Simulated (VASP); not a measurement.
Runs of VASP 6.6.1 on GaBiTe2Se. The structure is that of space group P-6m2 (No. 187), or close to it. The cells are those of the table. The cell was built from a structure type or drawn by symmetry, and may not be a known phase.

| task | cell | k mesh | cutoff (eV) | gap on the mesh (eV) | pressure (GPa) | relaxed volume (Å³/atom) |
| --- | --- | --- | --- | --- | --- | --- |
| single point | a = 4.340, b = 4.340, c = 10.070 Å, angles 90.0, 90.0, 120.0°, 5 atoms | 6 × 6 × 2 | 520 | none | 34.8 | - |
| relaxation of cell and atoms | relaxed from a = 4.340, b = 4.340, c = 10.070 Å, angles 90.0, 90.0, 120.0°, 5 atoms | 6 × 6 × 2 | 600 | none | 0.1 | 31.46 |
| single point | a = 5.333, b = 5.333, c = 6.296 Å, angles 90.0, 90.0, 120.0°, 5 atoms | 6 × 6 × 4 | 520 | none | 0.1 | - |
| single point | a = 5.267, b = 5.267, c = 6.562 Å, angles 90.0, 90.0, 120.0°, 5 atoms | 6 × 6 × 2 | 520 | none | 0.0 | - |
| single point | a = 5.334, b = 5.334, c = 6.300 Å, angles 90.0, 90.0, 120.0°, 5 atoms | 12 × 12 × 6 | 520 | none | 0.0 | - |
| relaxation of cell and atoms | relaxed from a = 5.267, b = 5.267, c = 6.562 Å, angles 90.0, 90.0, 120.0°, 5 atoms | 6 × 6 × 4 | 600 | none | 0.1 | (a) |

Alike in all rows: level PBE; potentials or basis VASP PAW PBE potentials, release 64 (Ga_d, Bi_d, Te, Se); no spin polarisation; smearing gaussian 0.1 eV.

**Question.** Estimate the missing entries.

**Answer.** (a) 31.05.

Caveats: some runs use coarse meshes; spin-orbit coupling is left out, which moves the levels of the heavy elements; the cell stands under pressure (at least some runs); this functional lacks dispersion, which binds the layers, so the pressure and a relaxed spacing across them are unreliable (at least some runs); a cell axis changed by over 15 % at a fixed basis, so the end point is rough (at least some runs).

A k mesh can miss the band edges, and the runs leave out spin-orbit coupling on Bi, Ga, Se, Te.

A gap of «none» marks levels without a gap at the run's occupations.
